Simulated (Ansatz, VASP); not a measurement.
One calculation of ZnF2, two programs

INCAR

```
SYSTEM = ZnF2
ALGO = Normal
EDIFF = 1E-6
ENCUT = 600
GGA = PE
GGA_COMPAT = .False.
ISIF = 2
ISMEAR = 0
LASPH = .True.
LCHARG = .False.
LDAU = .True.
LDAUJ = 0 0
LDAUL = 2 -1
LDAUPRINT = 1
LDAUTYPE = 2
LDAUU = 4 0
LREAL = .False.
LWAVE = .False.
NBANDS = 35
NELM = 200
PREC = Accurate
SIGMA = 0.01
```

The input KPOINTS:

```
k-points
0
Gamma
  4 4 5
  0 0 0
```

Contents of POSCAR:

```
ZnF2
1.0
    4.7048000000      0.0000000000      0.0000000000
    0.0000000000      4.7048000000      0.0000000000
    0.0000000000      0.0000000000      3.1338000000
Zn F
2 4
Direct
    0.0000000000      0.0000000000      0.0000000000
    0.5000000000      0.5000000000      0.5000000000
    0.3024000000      0.3024000000      0.0000000000
    0.1976000000      0.8024000000      0.5000000000
    0.6976000000      0.6976000000      0.0000000000
    0.8024000000      0.1976000000      0.5000000000
```

Input for Ansatz:

```yaml
crystal:
  lattice:
    - [4.7048, 0.0, 0.0]
    - [0.0, 4.7048, 0.0]
    - [0.0, 0.0, 3.1338]
  atoms:
    - { symbol: Zn, position: [0.0, 0.0, 0.0] }
    - { symbol: Zn, position: [0.5, 0.5, 0.5] }
    - { symbol: F, position: [0.3024, 0.3024, 0.0] }
    - { symbol: F, position: [0.1976, 0.8024, 0.5] }
    - { symbol: F, position: [0.6976, 0.6976, 0.0] }
    - { symbol: F, position: [0.8024, 0.1976, 0.5] }
basis:
  ecutwfc: 517.016338673772
kpoints:
  mp_grid:
    grid: [4, 4, 5]
    shift: [0.0, 0.0, 0.0]
hamiltonian:
  hubbard:
    - { species: Zn, l: d, u_eff: 4.0 }
scf:
  occupations:
    method: fixed
output:
  eigenvalues: true
```

Alike in both runs: task single point; functional PBE; k mesh 4 × 4 × 5; no spin polarisation; Hubbard terms Zn d U = 4.0 eV.

```csv
,VASP,Ansatz
version,VASP 6.6.1,Ansatz 0.2.0
potentials or method,"VASP PAW PBE potentials, release 64 (Zn, F), cutoff 600 eV","plane waves, PAW"
occupations,"gaussian, width 0.01 eV",fixed
valence electrons in the cell,52,52
```

Ansatz gave:

* gap on the k mesh at the Fermi level (eV): 4.26

Q: What did VASP give for the same quantities?

A: gap on the k mesh at the Fermi level (eV): 4.34.

The programs project onto different local orbitals, so the same U acts differently, and such runs can settle in different states.
